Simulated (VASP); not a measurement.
# TiAl3 (Pm-3m) in VASP: further runs

Runs on TiAl3. Level: PBEsol. Tasks: single point.

Everything below comes from runs of VASP 6.6.1. Logs are shortened: lines on timing, memory, paths and dates and some standing lists are left out, and cuts for length are marked.

## 1. The cell of the first run

The structure is cubic, space group Pm-3m (No. 221). The conventional cell has a = 3.956 Å, b = 3.956 Å, c = 3.956 Å, α = 90.00°, β = 90.00°, γ = 90.00°. Ti (site symmetry m-3m) has 12 Al at 2.80 Å within 3.7 Å. Al (site symmetry 4/mmm) has 4 Ti at 2.80 Å and 8 Al at 2.80 Å within 3.7 Å. Al (site symmetry 4/mmm) has 4 Ti at 2.80 Å and 8 Al at 2.80 Å within 3.7 Å.

## 2. Single point, PBEsol

INCAR

```
PREC = Accurate ; ENCUT = 500
EDIFF = 1E-6 ; ISMEAR = 1
SIGMA = 0.1 ; LREAL = F
LASPH = T ; NELM = 120
ALGO = Normal ; ISIF = 2
LWAVE = F ; LCHARG = T
GGA = PS ; LELF = T
LVHAR = T ; NBANDS = 31
GGA_COMPAT = F
```

KPOINTS

```
Automatic mesh
0
Gamma
  4 2 4
```

POSCAR

```
TiAl3
1.0
    3.9556710000      0.0000000000      0.0000000000
    0.0000000000      7.9113420000      0.0000000000
    0.0000000000      0.0000000000      3.9556710000
Ti Al
2 6
Direct
    0.0000000000      0.0000000000      0.0000000000
    0.0000000000      0.5000000000      0.0000000000
    0.5000000000      0.2500000000      0.0000000000
    0.5000000000      0.0000000000      0.5000000000
    0.0000000000      0.2500000000      0.5000000000
    0.5000000000      0.7500000000      0.0000000000
    0.5000000000      0.5000000000      0.5000000000
    0.0000000000      0.7500000000      0.5000000000
```

Potentials or basis: VASP PAW PBE potentials, release 64 (Ti_sv, Al).

Started as:

```bash
cat potpaw_PBE.64/Ti_sv/POTCAR potpaw_PBE.64/Al/POTCAR > POTCAR
mpirun -np 1 vasp_std > vasp.out
```

OUTCAR:

```text
PREC = Accurate
   ENCUT = 500
   EDIFF = 1E-6
   ISMEAR = 1
   LREAL = F
   LASPH = T
   NELM = 120
   ISIF = 2
   GGA = PS

 ion  position               nearest neighbor table
   1  0.000  0.000  0.000-   3 2.80   4 2.80   5 2.80   6 2.80   8 2.80   4 2.80   5 2.80   8 2.80
                             3 2.80   4 2.80   6 2.80   4 2.80
   2  0.000  0.500  0.000-   3 2.80   5 2.80   6 2.80   7 2.80   8 2.80   5 2.80   7 2.80   8 2.80
                             3 2.80   6 2.80   7 2.80   7 2.80
   3  0.500  0.250  0.000-   1 2.80   2 2.80   4 2.80   5 2.80   7 2.80   4 2.80   5 2.80   7 2.80
                             1 2.80   2 2.80   5 2.80   5 2.80
   4  0.500  0.000  0.500-   1 2.80   3 2.80   5 2.80   6 2.80   8 2.80   1 2.80   3 2.80   6 2.80
                             1 2.80   5 2.80   8 2.80   1 2.80
   5  0.000  0.250  0.500-   1 2.80   2 2.80   3 2.80   4 2.80   7 2.80   1 2.80   2 2.80   3 2.80
                             3 2.80   4 2.80   7 2.80   3 2.80
   6  0.500  0.750  0.000-   1 2.80   2 2.80   4 2.80   7 2.80   8 2.80   4 2.80   7 2.80   8 2.80
                             1 2.80   2 2.80   8 2.80   8 2.80
   7  0.500  0.500  0.500-   2 2.80   3 2.80   5 2.80   6 2.80   8 2.80   2 2.80   3 2.80   6 2.80
                             2 2.80   5 2.80   8 2.80   2 2.80
   8  0.000  0.750  0.500-   1 2.80   2 2.80   4 2.80   6 2.80   7 2.80   1 2.80   2 2.80   6 2.80
                             4 2.80   6 2.80   7 2.80   6 2.80

  LATTYP: Found a simple tetragonal cell.
 ALAT       =     3.9556710000
 C/A-ratio  =     2.0000000000

  Lattice vectors:

 A1 = (  -3.9556710000,   0.0000000000,   0.0000000000)
 A2 = (   0.0000000000,   0.0000000000,   3.9556710000)
 A3 = (   0.0000000000,   7.9113420000,   0.0000000000)

Analysis of symmetry for initial positions (statically):
=====================================================================
 Subroutine PRICEL returns following result:

  LATTYP: Found a simple cubic cell.
 ALAT       =     3.9556710000

  Lattice vectors:

 A1 = (   3.9556710000,   0.0000000000,   0.0000000000)
 A2 = (   0.0000000000,   3.9556710000,   0.0000000000)
 A3 = (   0.0000000000,   0.0000000000,   3.9556710000)

   2 primitive cells build up your supercell.

 Routine SETGRP: Setting up the symmetry group for a
 simple tetragonal supercell.

 Subroutine GETGRP returns: Found 16 space group operations
 (whereof 16 operations were pure point group operations)
 out of a pool of 16 trial point group operations.

The static configuration has the point symmetry D_4h.

Analysis of symmetry for dynamics (positions and initial velocities):
=====================================================================
 Subroutine PRICEL returns following result:

  LATTYP: Found a simple cubic cell.
 ALAT       =     3.9556710000

  Lattice vectors:

 A1 = (   3.9556710000,   0.0000000000,   0.0000000000)
 A2 = (   0.0000000000,   3.9556710000,   0.0000000000)
 A3 = (   0.0000000000,   0.0000000000,   3.9556710000)

   2 primitive cells build up your supercell.

 Routine SETGRP: Setting up the symmetry group for a
 simple tetragonal supercell.

 Subroutine GETGRP returns: Found 16 space group operations
 (whereof 16 operations were pure point group operations)
 out of a pool of 16 trial point group operations.

The dynamic configuration has the point symmetry D_4h.

 Subroutine INISYM returns: Found 16 space group operations
 (whereof 16 operations are pure point group operations),
 and found     2 'primitive' translations

----------------------------------------------------------------------------------------

                                     Primitive cell

  volume of cell :      61.8957

  direct lattice vectors                    reciprocal lattice vectors
     3.955671000  0.000000000  0.000000000     0.252801611  0.000000000  0.000000000
     0.000000000  3.955671000  0.000000000     0.000000000  0.252801611  0.000000000
     0.000000000  0.000000000  3.955671000     0.000000000  0.000000000  0.252801611

  length of vectors
     3.955671000  3.955671000  3.955671000     0.252801611  0.252801611  0.252801611

  position of ions in fractional coordinates (direct lattice)
     0.000000000  0.000000000  0.000000000
     0.500000000  0.500000000  0.000000000
     0.500000000  0.000000000  0.500000000
     0.000000000  0.500000000  0.500000000

  ion indices of the primitive-cell ions
   primitive index   ion index
                 1           1
                 2           3
                 3           4
                 4           5

----------------------------------------------------------------------------------------

 KPOINTS: Automatic mesh

Automatic generation of k-mesh.
 Grid dimensions read from file:
 generate k-points for:    4    2    4

 Generating k-lattice:

  Cartesian coordinates                     Fractional coordinates (reciprocal lattice)
     0.063200403  0.000000000  0.000000000     0.250000000  0.000000000  0.000000000
     0.000000000  0.063200403  0.000000000     0.000000000  0.500000000  0.000000000
     0.000000000  0.000000000  0.063200403     0.000000000  0.000000000  0.250000000

  Length of vectors
     0.063200403  0.063200403  0.063200403

  Shift w.r.t. Gamma in fractional coordinates (k-lattice)
     0.000000000  0.000000000  0.000000000

 Subroutine IBZKPT returns following result:
 ===========================================

 Found     12 irreducible k-points:

 Following reciprocal coordinates:
            Coordinates               Weight
  0.000000  0.000000  0.000000      1.000000
  0.250000  0.000000  0.000000      4.000000
  0.500000  0.000000  0.000000      2.000000
  0.000000  0.500000  0.000000      1.000000
  0.250000  0.500000  0.000000      4.000000
  0.500000  0.500000  0.000000      2.000000
  0.250000  0.000000  0.250000      4.000000
  0.500000  0.000000  0.250000      4.000000
  0.250000  0.500000  0.250000      4.000000
  0.500000  0.500000  0.250000      4.000000
  0.500000  0.000000  0.500000      1.000000
  0.500000  0.500000  0.500000      1.000000
   k-points           NKPTS =     12   k-points in BZ     NKDIM =     12   number of bands    NBANDS=     31
   number of dos      NEDOS =    301   number of ions     NIONS =      8
   total plane-waves  NPLWV =  54000
   dimension x,y,z NGX =    30 NGY =   60 NGZ =   30
   dimension x,y,z NGXF=    60 NGYF=  120 NGZF=   60
   ions per type =               2   6
   NGX,Y,Z   is equivalent  to a cutoff of  12.61, 12.61, 12.61 a.u.
   NGXF,Y,Z  is equivalent  to a cutoff of  25.22, 25.22, 25.22 a.u.
 SYSTEM =  unknown system
   PREC   = accura    normal or accurate (medium, high low for compatibility)
   ISTART =      0    job   : 0-new  1-cont  2-samecut
   ICHARG =      2    charge: 1-file 2-atom 10-const
   ISPIN  =      1    spin polarized calculation?
   LNONCOLLINEAR =      F non collinear calculations
   LSORBIT =      F    spin-orbit coupling
   LASPH  =      T    aspherical Exc in radial PAW
   ENCUT  =  500.0 eV  36.75 Ry    6.06 a.u.   7.21 14.42  7.21*2*pi/ulx,y,z
   NELM   =    120;   NELMIN=  2; NELMDL= -5     # of ELM steps
   EDIFF  = 0.1E-05   stopping-criterion for ELM
   LREAL  =      F    real-space projection
   EDIFFG = 0.1E-04   stopping-criterion for IOM
   NSW    =      0    number of steps for IOM
   IBRION =     -1    ionic relax: 0-MD 1-quasi-New 2-CG
   NFREE  =      0    steps in history (QN), initial steepest desc. (CG)
   ISIF   =      2    stress and relaxation
   ISYM   =      2    0-nonsym 1-usesym 2-fastsym
   POTIM  = 0.5000    time-step for ionic-motion
   TEBEG  =    0.0;   TEEND  =   0.0 temperature during run
   PSTRESS=    0.0 pullay stress
   NELECT =      42.0000    total number of electrons
   NUPDOWN=      -1.0000    fix difference up-down
   EMIN   =  10.00;   EMAX   =-10.00  energy-range for DOS
   EFERMI =   0.00;   METHOD = LEGACY
   ISMEAR =     1;   SIGMA  =   0.10  broadening in eV -4-tet -1-fermi 0-gaus
   EFERMI_NEDOS =   21; number of points for ismear=-14 and -15
   IALGO  =     38    algorithm
   IMIX   =      4    mixing-type and parameters
     AMIX     =   0.40;   BMIX     =  1.00
     AMIX_MAG =   1.60;   BMIX_MAG =  1.00
  volume/ion in A,a.u.               =      15.47       104.42
  Fermi-wavevector in a.u.,A,eV,Ry     =   1.141812  2.157711 17.738373  1.303734
  Thomas-Fermi vector in A             =   2.278511
   LORBIT       =      0    0 simple, 1 ext, 2 COOP (PROOUT), +10 PAW based schemes
   GGA     = PS    functional components
   LHFCALC =     F    Hartree Fock is set to
   AEXX    =    0.0000 exact exchange contribution
   IVDW    =     0    specifies the selected vdW correction
   LEPSILON=     F    determine dielectric tensor
   LRPA    =     F    only Hartree local field effects (RPA)
 non-spin polarized calculation
 Methfessel and Paxton  Order N= 1 SIGMA  =   0.10
  energy-cutoff  :      500.00
  volume of cell :      123.79
 maximum number of plane-waves:      3164
 NGX is ok and might be reduce to    30
   NGX = 15   NGY = 29   NGZ = 15

 number of electron      41.9999995 magnetization

 Free energy of the ion-electron system (eV)
  ---------------------------------------------------
  ext. energy  EPLUGINS =         0.00000000
  ---------------------------------------------------
  free energy    TOTEN  =       -44.30374489 eV

  energy without entropy =      -44.30982226  energy(sigma->0) =      -44.30577068

 E-fermi :   9.2521     XC(G=0): -10.9147

 val. band max:        9.2173890211   @ k =   0.5000   0.0000   0.5000
 cond. band min:       9.3062602079   @ k =   0.2500   0.5000   0.0000
 fundamental gap:      0.0888711868
 Fermi energy:         9.2521110790

 k-point     1 :       0.0000    0.0000    0.0000
  band No.  band energies     occupation
      1     -47.6702      2.00000
      2     -47.6693      2.00000
      3     -24.0957      2.00000
      4     -24.0751      2.00000
      5     -24.0751      2.00000
      6     -24.0751      2.00000
[... 23 lines left out ...]
     30      12.1914      0.00000
     31      12.1914      0.00000
[... 343 lines left out ...]
      1     -47.6682      2.00000
      2     -47.6682      2.00000
      3     -24.0919      2.00000
      4     -24.0919      2.00000
      5     -24.0918      2.00000
      6     -24.0918      2.00000
[... 23 lines left out ...]
     30      11.6223      0.00000
     31      12.1217      0.00000

------------------------ aborting loop because EDIFF is reached ----------------------------------------

  FORCE on cell =-STRESS in cart. coord.  units (eV):
  Direction    XX          YY          ZZ          XY          YZ          ZX
  --------------------------------------------------------------------------------------
  -------------------------------------------------------------------------------------
  Total       -0.3650936     -0.3652055     -0.3650936     -0.0000000      0.0000000      0.0000000
  in kB       -4.7252449     -4.7266933     -4.7252449     -0.0000000      0.0000000      0.0000000
  external PRESSURE =      -4.7257277 kB  Pullay stress =       0.0000000 kB

 VOLUME and BASIS-vectors are now :
 -----------------------------------------------------------------------------
  energy-cutoff  :      500.00
  volume of cell :      123.79
      direct lattice vectors                 reciprocal lattice vectors
     3.955671000  0.000000000  0.000000000     0.252801611  0.000000000  0.000000000
     0.000000000  7.911342000  0.000000000     0.000000000  0.126400805  0.000000000
     0.000000000  0.000000000  3.955671000     0.000000000  0.000000000  0.252801611

 POSITION                                       TOTAL-FORCE (eV/Angst)
 -----------------------------------------------------------------------------------
      0.00000      0.00000      0.00000         0.000000     -0.000000      0.000000
      0.00000      3.95567      0.00000         0.000000     -0.000000      0.000000
      1.97784      1.97784      0.00000        -0.000000      0.000000      0.000000
      1.97784      0.00000      1.97784        -0.000000      0.000000     -0.000000
      0.00000      1.97784      1.97784         0.000000      0.000000     -0.000000
      1.97784      5.93351      0.00000        -0.000000      0.000000      0.000000
      1.97784      3.95567      1.97784        -0.000000      0.000000     -0.000000
      0.00000      5.93351      1.97784         0.000000      0.000000     -0.000000
 -----------------------------------------------------------------------------------
    total drift:                               -0.000000      0.000000     -0.000000

  FREE ENERGIE OF THE ION-ELECTRON SYSTEM (eV)
  ---------------------------------------------------
  free  energy   TOTEN  =       -44.3037448880 eV

  energy  without entropy=      -44.3098222605  energy(sigma->0) =      -44.30577068
```

Run time: 27 s. Hardware: 1 thread of AMD EPYC 9R45 (Zen 5), shared host; peak memory 0.19 GiB.

What came out:

```
Free energy            : -44.3037 eV
Pressure               : -0.5 GPa
Band gap on the k mesh : zero (bands 21 and 22 overlap by 2.97 eV)
```

Levels at points of the mesh, in eV from the Fermi level:
```tsv
k point	band 19	band 20	band 21	band 22	band 23	band 24
(0.00, 0.00, 0.00)	-2.37	-0.05	-0.05	-0.05	0.20	0.48
(0.50, 0.00, 0.00)	-1.47	0.20	0.42	0.53	0.53	0.66
(0.00, 0.50, 0.00)	-1.15	-1.15	0.07	0.07	0.13	0.13
(0.50, 0.50, 0.00)	-1.00	-1.00	0.12	0.12	0.60	0.60
(0.50, 0.00, 0.50)	-3.72	-1.47	-1.47	-0.03	0.42	0.66
(0.50, 0.50, 0.50)	-2.55	-2.55	-2.55	-2.55	0.68	0.68
```

Caveat: the k points lie up to 0.40 Å⁻¹ apart, too coarse for converged energies and pressures of a metal; the PAW data sets were made with another functional, which shifts forces and pressure a little.

[end of part 1 of 2]
